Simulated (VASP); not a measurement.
# MgB2 (P6/mmm) in VASP: notebook, part 2 of 2

VASP 6.6.1. The steps go on from the part before.

**4. Single point, r2SCAN**

This run uses another cell than the first one, of 9.87 Å³/atom, 1.020 times its volume.

Input file POSCAR:

```
MgB2
1.0
    3.1054310590      0.0000000000      0.0000000000
   -1.5527155295      2.6893821868      0.0000000000
    0.0000000000      0.0000000000      3.5463318058
Mg B
1 2
Direct
    0.0000000000      0.0000000000      0.0000000000
    0.6666666667      0.3333333333      0.5000000000
    0.3333333333      0.6666666667      0.5000000000
```

Input file INCAR.step1:

```
PREC = Accurate
ENCUT = 520
ISMEAR = -1
SIGMA = 0.05
LREAL = F
LASPH = T
NELM = 100
NBANDS = 11
GGA = PE
ALGO = Normal
EDIFF = 1E-4
LWAVE = T
LCHARG = F
```

Input file INCAR.step2:

```
PREC = Accurate
ENCUT = 520
EDIFF = 1E-7
ISMEAR = -1
SIGMA = 0.05
LREAL = F
LASPH = T
NELM = 100
ALGO = Normal
ISIF = 2
LWAVE = F
LCHARG = F
METAGGA = R2SCAN
LMIXTAU = T
NBANDS = 11
ISTART = 1
```

Input file KPOINTS:

```
regular mesh
0
Gamma
  10 10 8
```

Potentials or basis: VASP PAW PBE potentials, release 64 (Mg, B).

Launch:

```console
$ cat potpaw_PBE.64/Mg/POTCAR potpaw_PBE.64/B/POTCAR > POTCAR
$ cp INCAR.step1 INCAR
$ mpirun -np 1 vasp_std > vasp.out
$ cp INCAR.step2 INCAR
$ mpirun -np 1 vasp_std > vasp.out
```

OUTCAR:

```text
PREC = Accurate
   ENCUT = 520
   EDIFF = 1E-7
   ISMEAR = -1
   LREAL = F
   LASPH = T
   NELM = 100
   ISIF = 2
   METAGGA = R2SCAN
   ISTART = 1

 ion  position               nearest neighbor table
   1  0.000  0.000  0.000-   2 2.52   3 2.52   2 2.52   3 2.52   2 2.52   2 2.52   3 2.52   3 2.52
                             2 2.52   2 2.52   3 2.52   3 2.52
   2  0.667  0.333  0.500-   3 1.79   3 1.79   3 1.79   1 2.52   1 2.52   1 2.52   1 2.52   1 2.52
                             1 2.52
   3  0.333  0.667  0.500-   2 1.79   2 1.79   2 1.79   1 2.52   1 2.52   1 2.52   1 2.52   1 2.52
                             1 2.52
[... 528 lines left out ...]
     11      20.1879      0.00000

 [... further k-points ...]
[... 5 lines left out ...]
  --------------------------------------------------------------------------------------
  -------------------------------------------------------------------------------------
  Total       -1.0463396     -1.0463396     -0.8794470     -0.0000000      0.0000000      0.0000000
  in kB      -56.6016956    -56.6016956    -47.5736473     -0.0000000      0.0000000      0.0000000
  external PRESSURE =     -53.5923461 kB  Pullay stress =       0.0000000 kB

 VOLUME and BASIS-vectors are now :
 -----------------------------------------------------------------------------
  energy-cutoff  :      520.00
  volume of cell :       29.62
      direct lattice vectors                 reciprocal lattice vectors
     3.105431059  0.000000000  0.000000000     0.322016487  0.185916305  0.000000000
    -1.552715529  2.689382187  0.000000000     0.000000000  0.371832611  0.000000000
     0.000000000  0.000000000  3.546331806     0.000000000  0.000000000  0.281981511

 POSITION                                       TOTAL-FORCE (eV/Angst)
 -----------------------------------------------------------------------------------
      0.00000      0.00000      0.00000         0.000000      0.000000      0.000000
      1.55272      0.89646      1.77317         0.000000     -0.000000      0.000000
     -0.00000      1.79292      1.77317        -0.000000      0.000000      0.000000
 -----------------------------------------------------------------------------------
    total drift:                                0.000000     -0.000000      0.000000

  FREE ENERGIE OF THE ION-ELECTRON SYSTEM (eV)
  ---------------------------------------------------
  free  energy   TOTEN  =       -19.3871831800 eV

  energy  without entropy=      -19.3814454690  energy(sigma->0) =      -19.38431432
```

OSZICAR.step1:

```text
N       E                     dE             d eps       ncg     rms          rms(c)
DAV:   1     0.418987912677E+01    0.41899E+01   -0.37434E+03  1660   0.609E+02
DAV:   2    -0.163853316549E+02   -0.20575E+02   -0.19799E+02  2018   0.105E+02
DAV:   3    -0.169496598453E+02   -0.56433E+00   -0.56261E+00  1983   0.143E+01
DAV:   4    -0.169510321283E+02   -0.13723E-02   -0.13721E-02  1752   0.791E-01
DAV:   5    -0.169510379777E+02   -0.58494E-05   -0.58492E-05  1935   0.543E-02    0.512E+00
DAV:   6    -0.155659003144E+02    0.13851E+01   -0.17341E+00  1732   0.603E+00    0.248E+00
DAV:   7    -0.153189737033E+02    0.24693E+00   -0.98027E-01  1804   0.451E+00    0.739E-01
DAV:   8    -0.153209314361E+02   -0.19577E-02   -0.86636E-02  1728   0.161E+00    0.352E-01
DAV:   9    -0.153143748247E+02    0.65566E-02   -0.15335E-02  1729   0.567E-01    0.676E-02
DAV:  10    -0.153142874476E+02    0.87377E-04   -0.11641E-03  1875   0.185E-01    0.249E-02
DAV:  11    -0.153142781986E+02    0.92491E-05   -0.50440E-05   898   0.440E-02
   1 F= -.15314278E+02 E0= -.15311276E+02  d E =-.600487E-02
```

It took 30 s on 1 thread of Intel Xeon 6975P-C (Granite Rapids), shared host; peak memory 0.16 GiB.

Results:

```yaml
Free_energy: -19.3872 eV
Pressure: -5.4 GPa
Band_gap_on_the_k_mesh: zero (band 4 reaches 6.32 eV, above the bottom of band 5 at 3.79 eV)
```

Stress tensor (GPa, compression positive):
```
-5.66  0.00  0.00
 0.00 -5.66  0.00
 0.00  0.00 -4.76
```

Levels at points of the mesh, in eV from the Fermi level:
| k point | band 1 | band 2 | band 3 | band 4 | band 5 | band 6 | band 7 | band 8 | band 9 |
| --- | --- | --- | --- | --- | --- | --- | --- | --- | --- |
| (0.00, 0.00, 0.00) | -13.13 | -3.13 | 0.33 | 0.33 | 1.87 | 6.49 | 6.49 | 8.21 | 10.58 |
| (0.50, 0.00, 0.00) | -9.16 | -8.23 | -2.33 | 0.17 | 3.20 | 4.03 | 5.62 | 7.63 | 13.30 |
| (0.00, 0.00, 0.50) | -11.88 | -7.69 | 0.72 | 0.72 | 6.82 | 6.82 | 8.41 | 10.02 | 10.73 |
| (0.50, 0.00, 0.50) | -8.17 | -7.33 | -3.74 | -2.03 | -1.26 | 5.85 | 9.32 | 9.43 | 13.91 |

Caveat: the PAW data sets were made with another functional, which shifts forces and pressure a little.

**5. Single point, r2SCAN**

This run uses another cell than the first one, of 10.07 Å³/atom, 1.040 times its volume.

Input file POSCAR:

```
MgB2
1.0
    3.1255967608      0.0000000000      0.0000000000
   -1.5627983804      2.7068461969      0.0000000000
    0.0000000000      0.0000000000      3.5693605797
Mg B
1 2
Direct
    0.0000000000      0.0000000000      0.0000000000
    0.6666666667      0.3333333333      0.5000000000
    0.3333333333      0.6666666667      0.5000000000
```

Input file INCAR.step1:

```
  PREC = Accurate
  ENCUT = 520
  ISMEAR = -1
  SIGMA = 0.05
  LREAL = F
  LASPH = T
  NELM = 100
  NBANDS = 11
  GGA = PE
  ALGO = Normal
  EDIFF = 1E-4
  LWAVE = T
  LCHARG = F
```

Input file INCAR.step2:

```
  PREC = Accurate
  ENCUT = 520
  EDIFF = 1E-6
  ISMEAR = -1
  SIGMA = 0.05
  LREAL = F
  LASPH = T
  NELM = 100
  ALGO = Normal
  ISIF = 2
  LWAVE = F
  LCHARG = F
  METAGGA = R2SCAN
  LMIXTAU = T
  NBANDS = 11
  ISTART = 1
```

KPOINTS is that of step 4.

Launch:

```console
$ cat potpaw_PBE.64/Mg/POTCAR potpaw_PBE.64/B/POTCAR > POTCAR
$ cp INCAR.step1 INCAR
$ mpirun -np 1 vasp_std > vasp.out
$ cp INCAR.step2 INCAR
$ mpirun -np 1 vasp_std > vasp.out
```

It took 25 s on 1 thread of Intel Xeon 6975P-C (Granite Rapids), shared host; peak memory 0.16 GiB.

The run converged. Its results:

- Free energy: -19.3632 eV
- Pressure: -8.0 GPa
- Band gap on the k mesh: zero (band 4 reaches 6.18 eV, above the bottom of band 5 at 3.69 eV)

Stress tensor (GPa, compression positive):
```
-8.60  0.00  0.00
 0.00 -8.60  0.00
 0.00  0.00 -6.65
```

Levels at points of the mesh, in eV from the Fermi level:
```
           k point  band 2  band 3  band 4  band 5  band 6  band 7
(0.00, 0.00, 0.00)   -3.08    0.32    0.32    1.81    6.41    6.41
(0.50, 0.00, 0.00)   -8.15   -2.31    0.18    3.16    3.97    5.53
(0.00, 0.00, 0.50)   -7.59    0.70    0.70    6.75    6.75    8.30
(0.50, 0.00, 0.50)   -7.26   -3.69   -2.01   -1.25    5.72    9.20
```

Caveat: the PAW data sets were made with another functional, which shifts forces and pressure a little.

**6. Single point, r2SCAN**

This run uses another cell than the first one, of 10.26 Å³/atom, 1.060 times its volume.

Input file POSCAR:

```
MgB2
1.0
    3.1455055572      0.0000000000      0.0000000000
   -1.5727527786      2.7240877203      0.0000000000
    0.0000000000      0.0000000000      3.5920959734
Mg B
1 2
Direct
    0.0000000000      0.0000000000      0.0000000000
    0.6666666667      0.3333333333      0.5000000000
    0.3333333333      0.6666666667      0.5000000000
```

Input file INCAR.step1:

```
SYSTEM = MgB2
PREC     = Accurate       ! precision mode
ENCUT    = 520            ! plane-wave cutoff, eV
ISMEAR   = -1             ! smearing method
SIGMA    = 0.05           ! smearing width, eV
LREAL    = .False.        ! projectors in reciprocal space
LASPH    = .True.         ! aspherical terms in the spheres
NELM     = 80             ! most SCF steps
NBANDS   = 11             ! bands
GGA      = PE             ! functional
ALGO     = Normal         ! electronic algorithm
EDIFF    = 1E-4           ! SCF threshold, eV
LWAVE    = .True.         ! write WAVECAR
LCHARG   = .False.        ! write CHGCAR
```

Input file INCAR.step2:

```
SYSTEM = MgB2
PREC     = Accurate       ! precision mode
ENCUT    = 520            ! plane-wave cutoff, eV
EDIFF    = 1E-7           ! SCF threshold, eV
ISMEAR   = -1             ! smearing method
SIGMA    = 0.05           ! smearing width, eV
LREAL    = .False.        ! projectors in reciprocal space
LASPH    = .True.         ! aspherical terms in the spheres
NELM     = 80             ! most SCF steps
ALGO     = Normal         ! electronic algorithm
ISIF     = 2              ! what is computed and relaxed
LWAVE    = .False.        ! write WAVECAR
LCHARG   = .False.        ! write CHGCAR
METAGGA  = R2SCAN         ! meta-GGA
LMIXTAU  = .True.       
NBANDS   = 11             ! bands
ISTART   = 1
```

Input file KPOINTS:

```
Automatic mesh
0
Gamma
  10 10 8
  0 0 0
```

Potentials or basis: VASP PAW PBE potentials, release 64 (Mg, B).

Launch:

```console
$ cat potpaw_PBE.64/Mg/POTCAR potpaw_PBE.64/B/POTCAR > POTCAR
$ cp INCAR.step1 INCAR
$ mpirun -np 1 vasp_std > vasp.out
$ cp INCAR.step2 INCAR
$ mpirun -np 1 vasp_std > vasp.out
```

It took 32 s on 1 thread of Intel Xeon 6975P-C (Granite Rapids), shared host; peak memory 0.16 GiB.

It converged, with:

| Quantity | Value |
| --- | --- |
| Free energy | -19.3302 eV |
| Pressure | -10.3 GPa |
| Band gap on the k mesh | zero (band 4 reaches 6.04 eV, above the bottom of band 5 at 3.58 eV) |

Stress tensor (GPa, compression positive):
```
-11.31   0.00   0.00
  0.00 -11.31   0.00
  0.00   0.00  -8.37
```

Levels at points of the mesh, in eV from the Fermi level:
| k point | band 1 | band 2 | band 3 | band 4 | band 5 | band 6 | band 7 | band 8 |
| --- | --- | --- | --- | --- | --- | --- | --- | --- |
| (0.00, 0.00, 0.00) | -12.90 | -3.04 | 0.31 | 0.31 | 1.76 | 6.33 | 6.33 | 7.79 |
| (0.50, 0.00, 0.00) | -9.04 | -8.07 | -2.28 | 0.19 | 3.12 | 3.92 | 5.44 | 7.27 |
| (0.00, 0.00, 0.50) | -11.70 | -7.50 | 0.68 | 0.68 | 6.68 | 6.68 | 8.18 | 9.44 |
| (0.50, 0.00, 0.50) | -8.09 | -7.20 | -3.64 | -1.98 | -1.24 | 5.59 | 9.08 | 9.08 |

Caveat: the PAW data sets were made with another functional, which shifts forces and pressure a little.

**7. Overview**

```tsv
task	level	cell	cutoff (eV)	gap on the mesh (eV)	pressure (GPa)	relaxed volume (Å³/atom)
relaxation of cell and atoms	revPBE	relaxed from a = 3.085, b = 3.085, c = 3.523 Å, angles 90.0, 90.0, 120.0°, 3 atoms	600	none	0.0	9.77
relaxation of cell and atoms	BLYP	relaxed from a = 3.085, b = 3.085, c = 3.523 Å, angles 90.0, 90.0, 120.0°, 3 atoms	600	none	0.0	9.74
single point	r2SCAN	a = 3.105, b = 3.105, c = 3.546 Å, angles 90.0, 90.0, 120.0°, 3 atoms	520	none	-5.4	-
single point	r2SCAN	a = 3.126, b = 3.126, c = 3.569 Å, angles 90.0, 90.0, 120.0°, 3 atoms	520	none	-8.0	-
single point	r2SCAN	a = 3.146, b = 3.146, c = 3.592 Å, angles 90.0, 90.0, 120.0°, 3 atoms	520	none	-10.3	-
```

Alike in all rows: potentials or basis VASP PAW PBE potentials, release 64 (Mg, B); no spin polarisation; k mesh 10 × 10 × 8; smearing fermi-dirac 0.05 eV.

Caveats: the PAW data sets were made with another functional, which shifts forces and pressure a little.

Absolute energies hang on the potentials; compare differences alone.
